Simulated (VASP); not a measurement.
Input of a VASP 6.6.1 run:

The input INCAR:

```
SYSTEM = Pt
PREC = Accurate ; ENCUT = 520
EDIFF = 1E-6 ; ISMEAR = 0
SIGMA = 0.15 ; LREAL = .FALSE.
LASPH = .TRUE. ; NELM = 150
ALGO = Normal ; ISIF = 2
LWAVE = .FALSE. ; LCHARG = .TRUE.
ISPIN = 2 ; MAGMOM = 0.25
LORBIT = 11 ; NUPDOWN = 0.25
LMAXMIX = 4 ; GGA = PS
LELF = .TRUE. ; LVHAR = .TRUE.
NBANDS = 15
```

The input KPOINTS:

```
Automatic mesh
0
G
  22 22 22
  0 0 0
```

POSCAR

```
Pt
1.0
    0.0000000000      1.9291443853      1.9291443853
    1.9291443853      0.0000000000      1.9291443853
    1.9291443853      1.9291443853      0.0000000000
Pt
1
Direct
    0.0000000000      0.0000000000      0.0000000000
```

Potentials or basis: VASP PAW PBE potentials, release 64 (Pt).

Run with:

```bash
$ cat potpaw_PBE.64/Pt/POTCAR > POTCAR
$ mpirun -np 1 vasp_std > vasp.out
```

Problem. Estimate the pressure.

Solution. 15.0 GPa.

Caveat: the cell stands under pressure; the PAW data sets were made with another functional, which shifts forces and pressure a little; the total moment is fixed, so each spin has its own Fermi level.
